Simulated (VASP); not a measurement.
# BaH2 (P6_3/mmc) in VASP: a series of runs, part 3 of 3

VASP 6.6.1. The steps go on from the part before.

**5. Relaxation of shape and atoms at fixed volume, PBEsol (17.05 Å³/atom)**

This run uses another cell than the first one, of 17.05 Å³/atom.

Input file INCAR:

```
PREC = Accurate
ENCUT = 600
EDIFF = 1E-6
ISMEAR = 0
SIGMA = 0.02
LREAL = False
LASPH = True
NELM = 60
ALGO = Normal
ISIF = 4
LWAVE = False
LCHARG = False
GGA = PS
IBRION = 2
NSW = 50
EDIFFG = -0.01
```

Input file KPOINTS:

```
Automatic mesh
0
Gamma
  6 6 6
```

Input file POSCAR:

```
BaH2
1.0
    4.4559993402      0.0000000000      0.0000000000
   -2.2279996701      3.8590086278      0.0000000000
    0.0000000000      0.0000000000      5.9486638873
Ba H
2 4
Direct
    0.6666666667      0.3333333333      0.7500000000
    0.3333333333      0.6666666667      0.2500000000
    0.3333333333      0.6666666667      0.7500000000
    0.6666666667      0.3333333333      0.2500000000
    0.0000000000      0.0000000000      0.5000000000
    0.0000000000      0.0000000000      0.0000000000
```

Potentials or basis: VASP PAW PBE potentials, release 64 (Ba_sv, H).

The run is started by

```
cat potpaw_PBE.64/Ba_sv/POTCAR potpaw_PBE.64/H/POTCAR > POTCAR
mpirun -np 1 vasp_std > vasp.out
```

OUTCAR:

```text
PREC = Accurate
   ENCUT = 600
   EDIFF = 1E-6
   ISMEAR = 0
   LREAL = False
   LASPH = True
   NELM = 60
   ISIF = 4
   GGA = PS
   IBRION = 2
   NSW = 50
   EDIFFG = -0.01

 ion  position               nearest neighbor table
   1  0.667  0.333  0.750-   3 2.57   3 2.57   3 2.57   2 3.93   2 3.93   2 3.93   2 3.93   2 3.93
                             2 3.93
   2  0.333  0.667  0.250-   4 2.57   4 2.57   4 2.57   1 3.93   1 3.93   1 3.93   1 3.93   1 3.93
                             1 3.93
   3  0.333  0.667  0.750-   1 2.57   1 2.57   1 2.57
   4  0.667  0.333  0.250-   2 2.57   2 2.57   2 2.57
   5  0.000  0.000  0.500-
   6  0.000  0.000  0.000-

  LATTYP: Found a hexagonal cell.
 ALAT       =     4.4559993402
 C/A-ratio  =     1.3349786284

  Lattice vectors:

 A1 = (   4.4559993402,   0.0000000000,   0.0000000000)
 A2 = (  -2.2279996701,   3.8590086278,   0.0000000000)
 A3 = (   0.0000000000,   0.0000000000,   5.9486638873)

Analysis of symmetry for initial positions (statically):
=====================================================================
 Subroutine PRICEL returns:
 Original cell was already a primitive cell.

 Routine SETGRP: Setting up the symmetry group for a
 hexagonal supercell.

 Subroutine GETGRP returns: Found 24 space group operations
 (whereof 12 operations were pure point group operations)
 out of a pool of 24 trial point group operations.

The static configuration has the point symmetry D_3d.
 The point group associated with its full space group is D_6h.

Analysis of symmetry for dynamics (positions and initial velocities):
=====================================================================
 Subroutine PRICEL returns:
 Original cell was already a primitive cell.

 Routine SETGRP: Setting up the symmetry group for a
 hexagonal supercell.

 Subroutine GETGRP returns: Found 24 space group operations
 (whereof 12 operations were pure point group operations)
[... 141 lines left out ...]
   LRPA    =     F    only Hartree local field effects (RPA)
 conjugate gradient relaxation of ions
 non-spin polarized calculation
 Gauss-broadening in eV      SIGMA  =   0.02
  energy-cutoff  :      600.00
  volume of cell :      102.29
 maximum number of plane-waves:      3434
 NGX is ok and might be reduce to    36
   NGX = 17   NGY = 17   NGZ = 23

--------------------------------------- Ionic step        1  -------------------------------------------

 number of electron      23.9999999 magnetization

 Free energy of the ion-electron system (eV)
  ---------------------------------------------------
  ext. energy  EPLUGINS =         0.00000000
  ---------------------------------------------------
  free energy    TOTEN  =       -20.45306556 eV

  energy without entropy =      -20.45306556  energy(sigma->0) =      -20.45306556

------------------------ aborting loop because EDIFF is reached ----------------------------------------

  FORCE on cell =-STRESS in cart. coord.  units (eV):
  Direction    XX          YY          ZZ          XY          YZ          ZX
  --------------------------------------------------------------------------------------
  -------------------------------------------------------------------------------------
  Total       -0.8733921     -0.8733921     -0.6246402     -0.0000000      0.0000000      0.0000000
  in kB      -13.6797932    -13.6797932     -9.7836338     -0.0000000      0.0000000      0.0000000
  external PRESSURE =     -12.3810734 kB  Pullay stress =       0.0000000 kB
[... 67 lines left out ...]
--------------------------------------- Ionic step        3  -------------------------------------------

 number of electron      23.9999999 magnetization

 Free energy of the ion-electron system (eV)
  ---------------------------------------------------
  ext. energy  EPLUGINS =         0.00000000
  ---------------------------------------------------
  free energy    TOTEN  =       -20.45362862 eV

  energy without entropy =      -20.45362862  energy(sigma->0) =      -20.45362862

 E-fermi :   1.3064     XC(G=0):  -8.9213

 val. band max:        1.1404037087   @ k =   0.0000   0.0000   0.0000
 cond. band min:       2.6079359962   @ k =   0.3333   0.3333   0.5000
 fundamental gap:      1.4675322875
 Fermi energy:         1.3063617606

 k-point     1 :       0.0000    0.0000    0.0000
  band No.  band energies     occupation
      1     -25.9443      2.00000
      2     -25.7466      2.00000
      3     -11.8267      2.00000
      4     -10.9625      2.00000
      5     -10.9625      2.00000
      6     -10.6866      2.00000
[... 433 lines left out ...]
      3     -11.6207      2.00000
      4     -11.6207      2.00000
      5     -10.9029      2.00000
      6     -10.9029      2.00000
[... 8 lines left out ...]
     15       4.6660      0.00000
     16       4.6660      0.00000

 [... further k-points ...]

------------------------ aborting loop because EDIFF is reached ----------------------------------------

  FORCE on cell =-STRESS in cart. coord.  units (eV):
  Direction    XX          YY          ZZ          XY          YZ          ZX
  --------------------------------------------------------------------------------------
  -------------------------------------------------------------------------------------
  Total       -0.7851199     -0.7851199     -0.6962460      0.0000000      0.0000000     -0.0000000
  in kB      -12.2972010    -12.2972010    -10.9051839      0.0000000      0.0000000     -0.0000000
  external PRESSURE =     -11.8331953 kB  Pullay stress =       0.0000000 kB
[... 21 lines left out ...]
  FREE ENERGIE OF THE ION-ELECTRON SYSTEM (eV)
  ---------------------------------------------------
  free  energy   TOTEN  =       -20.4536286166 eV

  energy  without entropy=      -20.4536286166  energy(sigma->0) =      -20.45362862

 reached required accuracy - stopping structural energy minimisation
```

CONTCAR:

```text
BaH2
   1.00000000000000
     4.4487989410709954    0.0000000000000000    0.0000000000000000
    -2.2243994705354977    3.8527728992390338   -0.0000000000000000
    -0.0000000000000000    0.0000000000000000    5.9679353434061966
  Ba              H
     2     4
Direct
     0.6666666667000030    0.3333333332999970    0.7500000000000000
     0.3333333332999970    0.6666666667000030    0.2500000000000000
     0.3333333332999970    0.6666666667000030    0.7500000000000000
     0.6666666667000030    0.3333333332999970    0.2500000000000000
     0.0000000000000000    0.0000000000000000    0.5000000000000000
     0.0000000000000000    0.0000000000000000    0.0000000000000000

  0.00000000E+00  0.00000000E+00  0.00000000E+00
  0.00000000E+00  0.00000000E+00  0.00000000E+00
  0.00000000E+00  0.00000000E+00  0.00000000E+00
  0.00000000E+00  0.00000000E+00  0.00000000E+00
  0.00000000E+00  0.00000000E+00  0.00000000E+00
  0.00000000E+00  0.00000000E+00  0.00000000E+00
```

Run time: 1.9 min. Hardware: 1 thread of Intel Xeon 8259CL, shared host; peak memory 0.27 GiB.

What came out:

```yaml
Free_energy: -20.4536 eV
Energy_gained_by_relaxing: 0.1 meV/atom
Ionic_steps: 3
Pressure_after_relaxing: -1.2 GPa
Band_gap_on_the_k_mesh: 1.47 eV (least direct gap 2.50 eV)
```

Step by step:
| step | energy change (eV) | largest force (eV/Å) | pressure (GPa) | volume (Å³) |
| --- | --- | --- | --- | --- |
| 1 | 0.0000 | 0.0000 | -1.24 | 102.29 |
| 2 | -0.0003 | 0.0000 | -1.22 | 102.29 |
| 3 | -0.0006 | 0.0000 | -1.18 | 102.29 |

Final structure:
```
CELL_PARAMETERS angstrom
4.44880 0.00000 0.00000
-2.22440 3.85277 0.00000
0.00000 0.00000 5.96794
ATOMIC_POSITIONS crystal
Ba 0.66667 0.33333 0.75000
Ba 0.33333 0.66667 0.25000
H 0.33333 0.66667 0.75000
H 0.66667 0.33333 0.25000
H 0.00000 0.00000 0.50000
H 0.00000 0.00000 0.00000
```

Caveat: the PAW data sets were made with another functional, which shifts forces and pressure a little; spin-orbit coupling is left out, which moves the levels of the heavy elements. A k mesh can miss the band edges.

**6. Relaxation of cell and atoms, PBEsol**

This run uses another cell than the first one, of 17.40 Å³/atom.

Input file INCAR:

```
PREC = Accurate
ENCUT = 600
EDIFF = 1E-6
ISMEAR = 0
SIGMA = 0.02
LREAL = F
LASPH = T
NELM = 60
ALGO = Normal
ISIF = 3
LWAVE = F
LCHARG = F
GGA = PS
IBRION = 2
NSW = 100
EDIFFG = -0.005
```

Input file KPOINTS:

```
regular mesh
0
Gamma
  6 6 6
```

Input file POSCAR:

```
BaH2
1.0
    4.4620250523      0.0000000000      0.0000000000
   -2.2310125262      3.8642270477      0.0000000000
    0.0000000000      0.0000000000      6.0552925900
Ba H
2 4
Direct
    0.6666666700      0.3333333300      0.7500000000
    0.3333333300      0.6666666700      0.2500000000
    0.3333333300      0.6666666700      0.7500000000
    0.6666666700      0.3333333300      0.2500000000
    0.0000000000      0.0000000000      0.5000000000
    0.0000000000      0.0000000000      0.0000000000
```

Potentials or basis: VASP PAW PBE potentials, release 64 (Ba_sv, H).

The run is started by

```
cat potpaw_PBE.64/Ba_sv/POTCAR potpaw_PBE.64/H/POTCAR > POTCAR
mpirun -np 1 vasp_std > vasp.out
```

Run time: 6.3 min. Hardware: 1 thread of Intel Xeon 8259CL, shared host; peak memory 0.28 GiB.

It converged, with:

```yaml
Free_energy: -20.4673 eV
Relaxed_volume: 16.43 Å³/atom
Relaxed_cell: a = 4.409 Å, b = 4.409 Å, c = 5.857 Å, α = 90.00°, β = 90.00°, γ = 120.00°
Space_group_after_relaxing_to_0.1_Å: P6_3/mmc (No. 194)
Energy_gained_by_relaxing: 5.4 meV/atom
Ionic_steps: 6
Pressure_after_relaxing: 0.0 GPa
Band_gap_on_the_k_mesh: 1.51 eV (least direct gap 2.46 eV)
```

Step by step:
```
step  energy change (eV)  largest force (eV/Å)  pressure (GPa)  volume (Å³)
   1              0.0000                0.0000           -1.71       104.41
   2             -0.0223                0.0000           -0.83       101.63
   3             -0.0283                0.0000           -0.07        99.50
   4             -0.0284                0.0000            0.00        99.31
   5             -0.0303                0.0000            0.00        99.12
   6             -0.0324                0.0000            0.02        98.60
```

Final structure:
```xyz
6
Lattice="4.4088 0.0000 0.0000 -2.2044 3.8181 0.0000 0.0000 0.0000 5.8572" Properties=species:S:1:pos:R:3 pbc="T T T"
Ba    2.2044    1.2727    4.3929
Ba    0.0000    2.5454    1.4643
H     0.0000    2.5454    4.3929
H     2.2044    1.2727    1.4643
H    -2.2044    3.8181    2.9286
H    -2.2044    3.8181    0.0000
```

Levels at points of the mesh, in eV from the valence-band top:
```tsv
k point	band 9	band 10	band 11	band 12	band 13	band 14	band 15	band 16
(0.00, 0.00, 0.00)	-4.47	-3.14	-0.37	-0.01	2.68	2.68	3.71	3.71
(0.50, 0.00, 0.00)	-2.75	-2.30	-1.64	-1.61	2.44	3.93	4.08	5.37
(0.00, 0.00, 0.50)	-3.30	-3.30	-0.43	-0.43	2.48	2.48	2.48	2.48
(0.50, 0.00, 0.50)	-2.40	-2.40	-1.29	-1.29	2.39	2.39	3.92	3.92
```

Caveat: the PAW data sets were made with another functional, which shifts forces and pressure a little; spin-orbit coupling is left out, which moves the levels of the heavy elements.

**7. Overview**

| task | cell | gap on the mesh (eV) | pressure (GPa) | relaxed volume (Å³/atom) |
| --- | --- | --- | --- | --- |
| relaxation of shape and atoms at fixed volume | relaxed from a = 4.308, b = 4.308, c = 5.643 Å, angles 90.0, 90.0, 120.0°, 6 atoms | 1.62 | 3.5 | - |
| relaxation of shape and atoms at fixed volume | relaxed from a = 4.340, b = 4.340, c = 5.738 Å, angles 90.0, 90.0, 120.0°, 6 atoms | 1.58 | 2.0 | - |
| relaxation of shape and atoms at fixed volume | relaxed from a = 4.428, b = 4.428, c = 5.854 Å, angles 90.0, 90.0, 120.0°, 6 atoms | 1.50 | -0.3 | 16.57 |
| relaxation of shape and atoms at fixed volume | relaxed from a = 4.456, b = 4.456, c = 5.949 Å, angles 90.0, 90.0, 120.0°, 6 atoms | 1.47 | -1.2 | - |
| relaxation of cell and atoms | relaxed from a = 4.462, b = 4.462, c = 6.055 Å, angles 90.0, 90.0, 120.0°, 6 atoms | 1.51 | 0.0 | 16.43 |

Alike in all rows: level PBEsol; potentials or basis VASP PAW PBE potentials, release 64 (Ba_sv, H); no spin polarisation; k mesh 6 × 6 × 6; cutoff (eV) 600; smearing gaussian 0.02 eV.

Caveats: the PAW data sets were made with another functional, which shifts forces and pressure a little; spin-orbit coupling is left out, which moves the levels of the heavy elements.

Total energies depend on the potentials used, so only differences within one code and one set of settings carry meaning.
